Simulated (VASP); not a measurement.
Here is a VASP 6.6.1 calculation.

The input INCAR:

```
SYSTEM = SrCl2
ALGO = Normal ; EDIFF = 1E-6
ENCUT = 500 ; GGA = PE
GGA_COMPAT = .FALSE. ; ISIF = 2
ISMEAR = 0 ; LASPH = .TRUE.
LCHARG = .FALSE. ; LREAL = .FALSE.
LWAVE = .FALSE. ; NBANDS = 19
NELM = 120 ; PREC = Accurate
SIGMA = 0.01
```

The input KPOINTS:

```
k-points
0
G
  4 4 4
  0 0 0
```

File POSCAR:

```
SrCl2
1.0
    0.0000000000      3.3769529572      3.3769529572
    3.3769529572      0.0000000000      3.3769529572
    3.3769529572      3.3769529572      0.0000000000
Sr Cl
1 2
Direct
    0.0000000000      0.0000000000      0.0000000000
    0.7500000000      0.7500000000      0.7500000000
    0.2500000000      0.2500000000      0.2500000000
```

Potentials or basis: VASP PAW PBE potentials, release 64 (Sr_sv, Cl).

Launch:

```bash
$ cat potpaw_PBE.64/Sr_sv/POTCAR potpaw_PBE.64/Cl/POTCAR > POTCAR
$ mpirun -np 1 vasp_std > vasp.out
```

(1) What does it give for the pressure?

(2) Predict the band gap on the k mesh.

Results:

(1) 5.7 GPa.

(2) 5.44 eV.

Caveat: the cell stands under pressure.
